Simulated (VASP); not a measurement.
A run of VASP 6.6.1 is set up as follows.

INCAR

```
SYSTEM = Hf2N
ALGO     = Normal         ! electronic algorithm
EDIFF    = 1E-7           ! SCF threshold, eV
ENCUT    = 520            ! plane-wave cutoff, eV
GGA      = PS             ! functional
ISIF     = 2              ! what is computed and relaxed
ISMEAR   = 1              ! smearing method
LASPH    = .True.         ! aspherical terms in the spheres
LCHARG   = .False.        ! write CHGCAR
LREAL    = .False.        ! projectors in reciprocal space
LWAVE    = .False.        ! write WAVECAR
NBANDS   = 34             ! bands
NELM     = 100            ! most SCF steps
PREC     = Accurate       ! precision mode
SIGMA    = 0.01           ! smearing width, eV
```

File KPOINTS:

```
k-points
0
Gamma
  8 8 12
  0 0 0
```

POSCAR

```
Hf2N
1.0
    5.3131240200      0.0000000000      0.0000000000
    0.0000000000      5.3131240200      0.0000000000
    0.0000000000      0.0000000000      3.2420983900
Hf N
4 2
Direct
    0.2955363700      0.2955363700      0.0000000000
    0.7044636300      0.7044636300      0.0000000000
    0.7955363700      0.2044636300      0.5000000000
    0.2044636300      0.7955363700      0.5000000000
    0.0000000000      0.0000000000      0.0000000000
    0.5000000000      0.5000000000      0.5000000000
```

Potentials or basis: VASP PAW PBE potentials, release 64 (Hf_pv, N).

The run is started by

```bash
$ cat potpaw_PBE.64/Hf_pv/POTCAR potpaw_PBE.64/N/POTCAR > POTCAR
$ mpirun -np 1 vasp_std > vasp.out
```

(1) Estimate the largest force.

(2) What does it give for the band gap on the k mesh?

Answers

(1) 0.011 eV/Å.

(2) zero (bands 25 and 26 overlap by 2.66 eV).

Caveat: the cell stands under tension; the PAW data sets were made with another functional, which shifts forces and pressure a little; spin-orbit coupling is left out, which moves the levels of the heavy elements.
